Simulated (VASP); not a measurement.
# MgH2 (Pmc2_1) in VASP: relaxation of cell and atoms with PBE

Aim: the relaxation of cell and atoms of MgH2 with PBE.

Everything below comes from runs of VASP 6.6.1. Logs are shortened: lines on timing, memory, paths and dates and some standing lists are left out, and cuts for length are marked.

## Step 1: The cell of the first run

The structure is orthorhombic, space group Pmc2_1 (No. 26). Conventional cell: a = 3.263 Å, b = 3.256 Å, c = 6.441 Å, α = 90.00°, β = 90.00°, γ = 90.00°. Mg (site symmetry m) has 4 H at 1.86 to 1.87 Å within 2.5 Å. Within 2.5 Å of H (site symmetry m) lie 2 Mg at 1.86 to 1.87 Å. Within 2.5 Å of H (site symmetry m) lie 2 Mg at 1.87 Å.

## Step 2: Relaxation of cell and atoms, PBE

File INCAR:

```
SYSTEM = MgH2
PREC     = Accurate       ! precision mode
ENCUT    = 600            ! plane-wave cutoff, eV
EDIFF    = 1E-6           ! SCF threshold, eV
ISMEAR   = 0              ! smearing method
SIGMA    = 0.02           ! smearing width, eV
LREAL    = .False.        ! projectors in reciprocal space
LASPH    = .True.         ! aspherical terms in the spheres
NELM     = 100            ! most SCF steps
ALGO     = Normal         ! electronic algorithm
ISIF     = 3              ! what is computed and relaxed
LWAVE    = .False.        ! write WAVECAR
LCHARG   = .False.        ! write CHGCAR
GGA      = PE             ! functional
IBRION   = 2              ! ionic algorithm
NSW      = 100            ! ionic steps
EDIFFG   = -0.01          ! ionic threshold
```

File KPOINTS:

```
Automatic mesh
0
Gamma
  8 8 4
  0 0 0
```

File POSCAR:

```
MgH2
1.0
    3.2632656615      0.0000000000      0.0000000000
    0.0000000000      3.2558794347      0.0000000000
    0.0000000000      0.0000000000      6.4405523521
Mg H
2 4
Direct
    0.0000000000      0.4857933017      0.4993775435
    0.0000000000      0.5142066983      0.9993775435
    0.0000000000      0.9874858620      0.6418942879
    0.0000000000      0.0125141380      0.1418942879
    0.5000000000      0.4976127590      0.8587865904
    0.5000000000      0.5023872410      0.3587865904
```

Potentials or basis: VASP PAW PBE potentials, release 64 (Mg, H).

Started as:

```sh
> cat potpaw_PBE.64/Mg/POTCAR potpaw_PBE.64/H/POTCAR > POTCAR
> mpirun -np 1 vasp_std > vasp.out
```

OUTCAR:

```text
SYSTEM = MgH2
   PREC = Accurate
   ENCUT = 600
   EDIFF = 1E-6
   ISMEAR = 0
   LREAL = .False.
   LASPH = .True.
   NELM = 100
   ISIF = 3
   GGA = PE
   IBRION = 2
   NSW = 100
   EDIFFG = -0.01

 ion  position               nearest neighbor table
   1  0.000  0.486  0.499-   3 1.86   6 1.87   6 1.87   3 1.87   2 3.22   2 3.22
   2  0.000  0.514  0.999-   4 1.86   5 1.87   5 1.87   4 1.87   1 3.22   1 3.22
   3  0.000  0.987  0.642-   1 1.86   1 1.87
   4  0.000  0.013  0.142-   2 1.86   2 1.87
   5  0.500  0.498  0.859-   2 1.87   2 1.87
   6  0.500  0.502  0.359-   1 1.87   1 1.87

  LATTYP: Found a simple orthorhombic cell.
 ALAT       =     3.2558794347
 B/A-ratio  =     1.0022685812
 C/A-ratio  =     1.9781298667

  Lattice vectors:

 A1 = (   0.0000000000,  -3.2558794347,   0.0000000000)
 A2 = (   3.2632656615,   0.0000000000,   0.0000000000)
 A3 = (   0.0000000000,   0.0000000000,   6.4405523521)

Analysis of symmetry for initial positions (statically):
=====================================================================
 Subroutine PRICEL returns:
 Original cell was already a primitive cell.

 Routine SETGRP: Setting up the symmetry group for a
 simple orthorhombic supercell.

 Subroutine GETGRP returns: Found  4 space group operations
 (whereof  2 operations were pure point group operations)
 out of a pool of  8 trial point group operations.

The static configuration has the point symmetry C_1h.
 The point group associated with its full space group is C_2v.

Analysis of symmetry for dynamics (positions and initial velocities):
=====================================================================
 Subroutine PRICEL returns:
 Original cell was already a primitive cell.

 Routine SETGRP: Setting up the symmetry group for a
 simple orthorhombic supercell.

 Subroutine GETGRP returns: Found  4 space group operations
 (whereof  2 operations were pure point group operations)
 out of a pool of  8 trial point group operations.

The dynamic configuration has the point symmetry C_1h.
 The point group associated with its full space group is C_2v.

 Subroutine INISYM returns: Found  4 space group operations
 (whereof  2 operations are pure point group operations),
 and found     1 'primitive' translations

----------------------------------------------------------------------------------------

                                     Primitive cell

  volume of cell :      68.4296

  direct lattice vectors                    reciprocal lattice vectors
     3.263265662  0.000000000  0.000000000     0.306441493  0.000000000  0.000000000
     0.000000000  3.255879435  0.000000000     0.000000000  0.307136680  0.000000000
     0.000000000  0.000000000  6.440552352     0.000000000  0.000000000  0.155266186

  length of vectors
     3.263265662  3.255879435  6.440552352     0.306441493  0.307136680  0.155266186

  position of ions in fractional coordinates (direct lattice)
     0.000000000  0.485793302  0.499377544
     0.000000000  0.514206698  0.999377544
     0.000000000  0.987485862  0.641894288
     0.000000000  0.012514138  0.141894288
     0.500000000  0.497612759  0.858786590
     0.500000000  0.502387241  0.358786590

  ion indices of the primitive-cell ions
   primitive index   ion index
                 1           1
                 2           2
                 3           3
                 4           4
                 5           5
                 6           6

----------------------------------------------------------------------------------------

[... 86 lines left out ...]
   IALGO  =     38    algorithm
   IMIX   =      4    mixing-type and parameters
     AMIX     =   0.40;   BMIX     =  1.00
     AMIX_MAG =   1.60;   BMIX_MAG =  1.00
  volume/ion in A,a.u.               =      11.40        76.96
  Fermi-wavevector in a.u.,A,eV,Ry     =   0.800492  1.512710  8.718438  0.640787
  Thomas-Fermi vector in A             =   1.907798
   LORBIT       =      0    0 simple, 1 ext, 2 COOP (PROOUT), +10 PAW based schemes
   GGA     = PE    functional components
   LHFCALC =     F    Hartree Fock is set to
   AEXX    =    0.0000 exact exchange contribution
   IVDW    =     0    specifies the selected vdW correction
   LEPSILON=     F    determine dielectric tensor
   LRPA    =     F    only Hartree local field effects (RPA)
 conjugate gradient relaxation of ions
 non-spin polarized calculation
 Gauss-broadening in eV      SIGMA  =   0.02
  energy-cutoff  :      600.00
  volume of cell :       68.43
 maximum number of plane-waves:      2325
 NGX is ok and might be reduce to    28
   NGX = 13   NGY = 13   NGZ = 25

--------------------------------------- Ionic step        1  -------------------------------------------

 number of electron       8.0000000 magnetization

 Free energy of the ion-electron system (eV)
  ---------------------------------------------------
  ext. energy  EPLUGINS =         0.00000000
  ---------------------------------------------------
  free energy    TOTEN  =       -16.80515295 eV

  energy without entropy =      -16.80515295  energy(sigma->0) =      -16.80515295

------------------------ aborting loop because EDIFF is reached ----------------------------------------

  FORCE on cell =-STRESS in cart. coord.  units (eV):
  Direction    XX          YY          ZZ          XY          YZ          ZX
  --------------------------------------------------------------------------------------
  -------------------------------------------------------------------------------------
  Total       -0.0613705     -0.0518363     -0.0399943      0.0000000      0.0000000      0.0000000
  in kB       -1.4368993     -1.2136696     -0.9364074      0.0000000      0.0000000      0.0000000
  external PRESSURE =      -1.1956588 kB  Pullay stress =       0.0000000 kB

 VOLUME and BASIS-vectors are now :
 -----------------------------------------------------------------------------
  energy-cutoff  :      600.00
  volume of cell :       68.43
      direct lattice vectors                 reciprocal lattice vectors
     3.263265662  0.000000000  0.000000000     0.306441493  0.000000000  0.000000000
     0.000000000  3.255879435  0.000000000     0.000000000  0.307136680  0.000000000
     0.000000000  0.000000000  6.440552352     0.000000000  0.000000000  0.155266186

 POSITION                                       TOTAL-FORCE (eV/Angst)
 -----------------------------------------------------------------------------------
      0.00000      1.58168      3.21627         0.000000      0.002424     -0.000048
      0.00000      1.67420      6.43654         0.000000     -0.002424     -0.000048
      0.00000      3.21513      4.13415         0.000000      0.001112     -0.001444
      0.00000      0.04074      0.91388         0.000000     -0.001112     -0.001444
      1.63163      1.62017      5.53106         0.000000      0.006894      0.001492
      1.63163      1.63571      2.31078         0.000000     -0.006894      0.001492
 -----------------------------------------------------------------------------------
    total drift:                                0.000000     -0.000000     -0.000022

  FREE ENERGIE OF THE ION-ELECTRON SYSTEM (eV)
  ---------------------------------------------------
  free  energy   TOTEN  =       -16.8051529511 eV

  energy  without entropy=      -16.8051529511  energy(sigma->0) =      -16.80515295

--------------------------------------- Ionic step        2  -------------------------------------------

 number of electron       8.0000000 magnetization

 Free energy of the ion-electron system (eV)
  ---------------------------------------------------
  ext. energy  EPLUGINS =         0.00000000
  ---------------------------------------------------
  free energy    TOTEN  =       -16.80520815 eV

  energy without entropy =      -16.80520815  energy(sigma->0) =      -16.80520815

 E-fermi :   0.1885     XC(G=0):  -8.0285

 val. band max:        0.0725213074   @ k =   0.0000   0.0000   0.0000
 cond. band min:       1.9751593881   @ k =   0.5000   0.5000   0.0000
 fundamental gap:      1.9026380806
 Fermi energy:         0.1884578976

 k-point     1 :       0.0000    0.0000    0.0000
  band No.  band energies     occupation
      1      -6.8834      2.00000
      2      -3.8751      2.00000
      3      -3.7150      2.00000
      4       0.0725      2.00000
      5       6.6846      0.00000
      6       7.0889      0.00000
      7       8.3258      0.00000
      8       8.4565      0.00000
[... 243 lines left out ...]
 k-point    24 :       0.3750    0.5000    0.0000
  band No.  band energies     occupation
      1      -2.8266      2.00000
      2      -2.6901      2.00000
      3      -1.5731      2.00000
      4      -1.5115      2.00000
      5       2.6656      0.00000
      6       3.8490      0.00000
      7       4.3773      0.00000
      8       4.6682      0.00000

 [... further k-points ...]

------------------------ aborting loop because EDIFF is reached ----------------------------------------

  FORCE on cell =-STRESS in cart. coord.  units (eV):
  Direction    XX          YY          ZZ          XY          YZ          ZX
  --------------------------------------------------------------------------------------
  -------------------------------------------------------------------------------------
  Total       -0.0341876     -0.0282556     -0.0266442      0.0000000      0.0000000      0.0000000
  in kB       -0.8014389     -0.6623796     -0.6246027      0.0000000      0.0000000      0.0000000
  external PRESSURE =      -0.6961404 kB  Pullay stress =       0.0000000 kB

 VOLUME and BASIS-vectors are now :
 -----------------------------------------------------------------------------
  energy-cutoff  :      600.00
  volume of cell :       68.35
      direct lattice vectors                 reciprocal lattice vectors
     3.261655416  0.000000000  0.000000000     0.306592780  0.000000000  0.000000000
     0.000000000  3.254522428  0.000000000     0.000000000  0.307264744  0.000000000
     0.000000000  0.000000000  6.438481252     0.000000000  0.000000000  0.155316131

 POSITION                                       TOTAL-FORCE (eV/Angst)
 -----------------------------------------------------------------------------------
      0.00000      1.58114      3.21523         0.000000      0.002052      0.000298
      0.00000      1.67338      6.43447         0.000000     -0.002052      0.000298
      0.00000      3.21385      4.13275         0.000000      0.001422      0.001551
      0.00000      0.04067      0.91351         0.000000     -0.001422      0.001551
      1.63083      1.61982      5.52935         0.000000      0.006343     -0.001848
      1.63083      1.63470      2.31011         0.000000     -0.006343     -0.001848
 -----------------------------------------------------------------------------------
    total drift:                                0.000000      0.000000     -0.000021

  FREE ENERGIE OF THE ION-ELECTRON SYSTEM (eV)
  ---------------------------------------------------
  free  energy   TOTEN  =       -16.8052081506 eV

  energy  without entropy=      -16.8052081506  energy(sigma->0) =      -16.80520815

 reached required accuracy - stopping structural energy minimisation
```

It took 22 s on 1 thread of Intel Xeon 6975P-C (Granite Rapids), shared host; peak memory 0.23 GiB.

What came out:

```
Free energy                           : -16.8052 eV
Relaxed volume                        : 11.39 Å³/atom
Relaxed cell                          : a = 3.262 Å, b = 3.255 Å, c = 6.438 Å, α = 90.00°, β = 90.00°, γ = 90.00°
Space group after relaxing (to 0.1 Å) : Pmc2_1 (No. 26)
Energy gained by relaxing             : 0.0 meV/atom
Ionic steps                           : 2
Pressure after relaxing               : -0.1 GPa
Largest force after relaxing          : 0.007 eV/Å
Band gap on the k mesh                : 1.90 eV
```

Forces in eV/Å, atoms in the order of the input:
```
Mg   0.000  0.002  0.000
Mg   0.000 -0.002  0.000
H    0.000  0.001  0.002
H    0.000 -0.001  0.002
H    0.000  0.006 -0.002
H    0.000 -0.006 -0.002
```

Final structure:
```
Mg H
1.0
     3.26166    0.00000    0.00000
     0.00000    3.25452    0.00000
     0.00000    0.00000    6.43848
Mg H
2 4
Direct
  0.00000 0.48583 0.49938
  0.00000 0.51417 0.99938
  0.00000 0.98750 0.64188
  0.00000 0.01250 0.14188
  0.50000 0.49771 0.85880
  0.50000 0.50229 0.35880
```
